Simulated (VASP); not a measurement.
Wanted: the native input for a VASP 6.6.1 run.

- Task: single point
- Functional: PBE
- Potentials or basis: VASP PAW PBE potentials, release 64 (Zn, S)
- Cutoff: 520 eV
- k mesh: 6 × 6 × 4
- Occupations: gaussian, width 0.01 eV
- Spin: no spin polarisation
- Dipole correction: no
- Further INCAR settings: ALGO = Normal; EDIFF = 1e-06; NBANDS = 26

The structure of ZnS (Wurtzite-2H) lies in POSCAR:

```
ZnS
1.0
    3.8110000000      0.0000000000      0.0000000000
   -1.9055000000      3.3004230000      0.0000000000
    0.0000000000      0.0000000000      6.2340000000
Zn S
2 2
Direct
    0.3333333333      0.6666666667      0.0000000000
    0.6636367520      0.3272735040      0.5000000000
    0.3333333333      0.6666666667      0.3850000000
    0.6666666667      0.3333333333      0.8850000000
```

The input as run:

INCAR

```
  ALGO = Normal
  EDIFF = 1E-6
  ENCUT = 520
  GGA = PE
  ISIF = 2
  ISMEAR = 0
  LASPH = True
  LCHARG = False
  LREAL = False
  LWAVE = False
  NBANDS = 26
  NELM = 60
  PREC = Accurate
  SIGMA = 0.01
```

KPOINTS

```
k-points
0
Gamma
  6 6 4
```

Potentials or basis: VASP PAW PBE potentials, release 64 (Zn, S).

Command:

```bash
$ cat potpaw_PBE.64/Zn/POTCAR potpaw_PBE.64/S/POTCAR > POTCAR
$ mpirun -np 1 vasp_std > vasp.out
```

Results of the run:

| Quantity | Value |
| --- | --- |
| Pressure | 2.5 GPa |
| Largest force | 0.355 eV/Å |
| Band gap on the k mesh | 2.25 eV, direct |

Wall time 38 s on 1 thread of Intel(R) Xeon(R) 6975P-C (Granite Rapids) (shared host), peak memory 0.22 GiB.
